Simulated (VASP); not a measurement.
# EuNi2 (P6/mmm) in VASP: single point with PBEsol

Aim: the single point of EuNi2 with PBEsol.

Program: VASP 6.6.1. These are calculated values, not measurements. Logs are shortened: lines on timing, memory, paths and dates and some standing lists are left out, and cuts for length are marked.

### Step 1. The cell of the first run

The structure is hexagonal, space group P6/mmm (No. 191). The conventional cell has a = 3.903 Å, b = 3.903 Å, c = 3.939 Å, α = 90.00°, β = 90.00°, γ = 120.00°. Eu (site symmetry 6/mmm) has 12 Ni at 2.99 Å within 3.9 Å. Within 3.0 Å of Ni (site symmetry -6m2) lie 3 Ni at 2.25 Å and 6 Eu at 2.99 Å.

### Step 2. Single point, PBEsol, collinear spin, ferromagnetic start (volume scaled by 0.980)

INCAR

```
ALGO     = Normal         # electronic algorithm
EDIFF    = 1E-6           # SCF threshold, eV
ENCUT    = 520            # plane-wave cutoff, eV
GGA      = PS             # functional
ISIF     = 2              # what is computed and relaxed
ISMEAR   = 0              # smearing method
ISPIN    = 2              # spin polarisation
LASPH    = T              # aspherical terms in the spheres
LCHARG   = T              # write CHGCAR
LELF     = T              # ELF
LMAXMIX  = 6              # l up to which the mixer works
LORBIT   = 11             # projections on sites
LREAL    = F              # projectors in reciprocal space
LVHAR    = T            
LWAVE    = F              # write WAVECAR
MAGMOM   = 7.23 0.05 0.05 # initial moments
NBANDS   = 30             # bands
NELM     = 150            # most SCF steps
PREC     = Accurate       # precision mode
SIGMA    = 0.05           # smearing width, eV
```

KPOINTS

```
k-points
0
Gamma
  10 10 8
```

POSCAR

```
EuNi2
1.0
    3.9027046229      0.0000000000      0.0000000000
   -1.9513523115      3.3798413469      0.0000000000
    0.0000000000      0.0000000000      3.9390156960
Eu Ni
1 2
Direct
    0.0000000000      0.0000000000      0.0000000000
    0.3333333333      0.6666666667      0.5000000000
    0.6666666667      0.3333333333      0.5000000000
```

Potentials or basis: VASP PAW PBE potentials, release 64 (Eu, Ni).

Started as:

```
$ cat potpaw_PBE.64/Eu/POTCAR potpaw_PBE.64/Ni/POTCAR > POTCAR
$ mpirun -np 1 vasp_std > vasp.out
```

OUTCAR:

```text
EDIFF = 1E-6
   ENCUT = 520
   GGA = PS
   ISIF = 2
   ISMEAR = 0
   ISPIN = 2
   LASPH = T
   LORBIT = 11
   LREAL = F
   NELM = 150
   PREC = Accurate

 ion  position               nearest neighbor table
   1  0.000  0.000  0.000-   2 2.99   3 2.99   2 2.99   3 2.99   3 2.99   3 2.99   2 2.99   2 2.99
                             3 2.99   3 2.99   2 2.99   2 2.99
   2  0.333  0.667  0.500-   3 2.25   3 2.25   3 2.25   1 2.99   1 2.99   1 2.99   1 2.99   1 2.99
                             1 2.99
   3  0.667  0.333  0.500-   2 2.25   2 2.25   2 2.25   1 2.99   1 2.99   1 2.99   1 2.99   1 2.99
                             1 2.99

  LATTYP: Found a hexagonal cell.
 ALAT       =     3.9027046229
 C/A-ratio  =     1.0093040792

  Lattice vectors:

 A1 = (   3.9027046229,   0.0000000000,   0.0000000000)
 A2 = (  -1.9513523115,   3.3798413469,   0.0000000000)
 A3 = (   0.0000000000,   0.0000000000,   3.9390156960)

Analysis of symmetry for initial positions (statically):
=====================================================================
 Subroutine PRICEL returns:
 Original cell was already a primitive cell.

 Routine SETGRP: Setting up the symmetry group for a
 hexagonal supercell.

 Subroutine GETGRP returns: Found 24 space group operations
 (whereof 24 operations were pure point group operations)
 out of a pool of 24 trial point group operations.

The static configuration has the point symmetry D_6h.

Analysis of symmetry for dynamics (positions and initial velocities):
=====================================================================
 Subroutine PRICEL returns:
 Original cell was already a primitive cell.

 Routine SETGRP: Setting up the symmetry group for a
 hexagonal supercell.

 Subroutine GETGRP returns: Found 24 space group operations
 (whereof 24 operations were pure point group operations)
 out of a pool of 24 trial point group operations.

The dynamic configuration has the point symmetry D_6h.

Analysis of structural, dynamic, and magnetic symmetry:
=====================================================================
 Subroutine PRICEL returns:
 Original cell was already a primitive cell.

 Routine SETGRP: Setting up the symmetry group for a
 hexagonal supercell.

 Subroutine GETGRP returns: Found 24 space group operations
 (whereof 24 operations were pure point group operations)
 out of a pool of 24 trial point group operations.

The overall configuration has the point symmetry D_6h.

 Subroutine INISYM returns: Found 24 space group operations
 (whereof 24 operations are pure point group operations),
[... 125 lines left out ...]
   AEXX    =    0.0000 exact exchange contribution
   IVDW    =     0    specifies the selected vdW correction
   LEPSILON=     F    determine dielectric tensor
   LRPA    =     F    only Hartree local field effects (RPA)
 spin polarized calculation
 Gauss-broadening in eV      SIGMA  =   0.05
  energy-cutoff  :      520.00
  volume of cell :       51.96
 maximum number of plane-waves:      1420
 NGX is ok and might be reduce to    30
   NGX = 15   NGY = 15   NGZ = 15

 number of electron      36.9999998 magnetization       6.8259396

 Free energy of the ion-electron system (eV)
  ---------------------------------------------------
  ext. energy  EPLUGINS =         0.00000000
  ---------------------------------------------------
  free energy    TOTEN  =       -24.40439587 eV

  energy without entropy =      -24.39327136  energy(sigma->0) =      -24.39883362

 E-fermi :   5.4133     XC(G=0): -11.7058

 val. band max:        5.4126683826   @ k =   0.4000   0.0000   0.1250
 cond. band min:       5.4141246026   @ k =   0.3000   0.3000   0.0000
 fundamental gap:      0.0014562200
 Fermi energy:         5.4133471767

 spin component 1

 k-point     1 :       0.0000    0.0000    0.0000
  band No.  band energies     occupation
      1     -35.4469      1.00000
      2     -14.0753      1.00000
      3     -14.0204      1.00000
      4     -14.0204      1.00000
      5      -1.2561      1.00000
      6       2.1906      1.00000
[... 781 lines left out ...]
     29      11.9954      0.00000
     30      13.8888      0.00000

 [... further k-points ...]

 spin component 2

 k-point     1 :       0.0000    0.0000    0.0000
  band No.  band energies     occupation
      1     -32.4908      1.00000
      2     -11.9353      1.00000
      3     -11.8418      1.00000
      4     -11.8418      1.00000
      5      -0.9706      1.00000
      6       2.3415      1.00000
[... 781 lines left out ...]
     29      12.9818      0.00000
     30      14.5416      0.00000

 [... further k-points ...]

------------------------ aborting loop because EDIFF is reached ----------------------------------------

  FORCE on cell =-STRESS in cart. coord.  units (eV):
  Direction    XX          YY          ZZ          XY          YZ          ZX
  --------------------------------------------------------------------------------------
  -------------------------------------------------------------------------------------
  Total        0.6244942      0.6244942      0.5421469     -0.0000000      0.0000000      0.0000000
  in kB       19.2570285     19.2570285     16.7177495     -0.0000000      0.0000000      0.0000000
  external PRESSURE =      18.4106022 kB  Pullay stress =       0.0000000 kB

 VOLUME and BASIS-vectors are now :
 -----------------------------------------------------------------------------
  energy-cutoff  :      520.00
  volume of cell :       51.96
      direct lattice vectors                 reciprocal lattice vectors
     3.902704623  0.000000000  0.000000000     0.256232561  0.147935938  0.000000000
    -1.951352311  3.379841347  0.000000000     0.000000000  0.295871876  0.000000000
     0.000000000  0.000000000  3.939015696     0.000000000  0.000000000  0.253870529

 POSITION                                       TOTAL-FORCE (eV/Angst)
 -----------------------------------------------------------------------------------
      0.00000      0.00000      0.00000         0.000000      0.000000      0.000000
     -0.00000      2.25323      1.96951        -0.000000      0.000000      0.000000
      1.95135      1.12661      1.96951         0.000000     -0.000000      0.000000
 -----------------------------------------------------------------------------------
    total drift:                                0.000000     -0.000000      0.000000

  FREE ENERGIE OF THE ION-ELECTRON SYSTEM (eV)
  ---------------------------------------------------
  free  energy   TOTEN  =       -24.4043958730 eV

  energy  without entropy=      -24.3932713618  energy(sigma->0) =      -24.39883362

 total charge

# of ion       s       p       d       f       tot
--------------------------------------------------
    1        2.066   5.703   0.466   6.471  14.706
    2        0.608   0.376   8.389   0.000   9.373
    3        0.608   0.376   8.389   0.000   9.373
--------------------------------------------------
tot          3.283   6.454  17.244   6.471  33.452

 magnetization (x)

# of ion       s       p       d       f       tot
--------------------------------------------------
    1       -0.002  -0.083   0.095   6.417   6.426
    2       -0.005   0.023  -0.009   0.000   0.009
    3       -0.005   0.023  -0.009   0.000   0.009
--------------------------------------------------
tot         -0.013  -0.037   0.077   6.417   6.444
```

stdout:

```text
POSCAR found type information on POSCAR EuNi
 POSCAR found :  2 types and       3 ions
 scaLAPACK will be used
 -----------------------------------------------------------------------------
|                                                                             |
|                                                                             |
|     You enforced a specific xc type in the INCAR file but a different       |
|     I HOPE YOU KNOW WHAT YOU ARE DOING!                                     |
|                                                                             |
 -----------------------------------------------------------------------------

 LDA part: xc-table for (Slater+PW92), standard interpolation
 POSCAR, INCAR and KPOINTS ok, starting setup
 FFT: planning ... GRIDC
 FFT: planning ... GRID_SOFT
 FFT: planning ... GRID
 WAVECAR not read
 entering main loop
```

It took 8.4 min on 1 thread of Intel Xeon Platinum 8259CL at 2.50GHz (Skylake/Cascade Lake), shared host; peak memory 0.33 GiB.

What came out:

- Free energy: -24.4044 eV
- Pressure: 1.8 GPa
- Net moment: 6.83 μB per cell
- Site moments: Eu +6.43; Ni +0.01 μB
- Valence electrons inside the program's atomic spheres: Eu 14.71; Ni 9.37

Levels at points of the mesh, in eV from the Fermi level:
Spin up:
| k point | band 20 | band 21 | band 22 | band 23 | band 24 | band 25 |
| --- | --- | --- | --- | --- | --- | --- |
| (0.00, 0.00, 0.00) | -0.03 | -0.03 | 0.00 | 1.78 | 1.78 | 1.90 |
| (0.50, 0.00, 0.00) | -0.11 | -0.09 | 0.01 | 0.35 | 2.05 | 2.28 |
| (0.00, 0.00, 0.50) | -0.10 | -0.09 | -0.06 | -0.06 | 3.69 | 3.69 |
| (0.50, 0.00, 0.50) | -0.08 | -0.05 | -0.03 | 0.27 | 0.40 | 0.70 |
Spin down:
| k point | band 11 | band 12 | band 13 | band 14 | band 15 | band 16 | band 17 | band 18 | band 19 | band 20 |
| --- | --- | --- | --- | --- | --- | --- | --- | --- | --- | --- |
| (0.00, 0.00, 0.00) | -2.02 | -2.02 | -1.04 | -0.99 | -0.99 | 2.42 | 2.42 | 2.44 | 3.30 | 4.09 |
| (0.50, 0.00, 0.00) | -1.80 | -1.71 | -1.53 | -0.61 | -0.58 | 0.31 | 2.53 | 2.79 | 3.06 | 4.13 |
| (0.00, 0.00, 0.50) | -2.10 | -2.10 | -1.45 | -0.75 | -0.75 | -0.68 | 3.89 | 3.96 | 3.96 | 4.28 |
| (0.50, 0.00, 0.50) | -1.31 | -1.11 | -0.64 | -0.59 | -0.14 | 0.02 | 0.74 | 1.16 | 2.45 | 4.28 |

Caveat: the PAW data sets were made with another functional, which shifts forces and pressure a little; spin-orbit coupling is left out, which moves the levels of the heavy elements; without U or exact exchange the open f shell lies at the Fermi level, which spoils levels, moments and volumes.
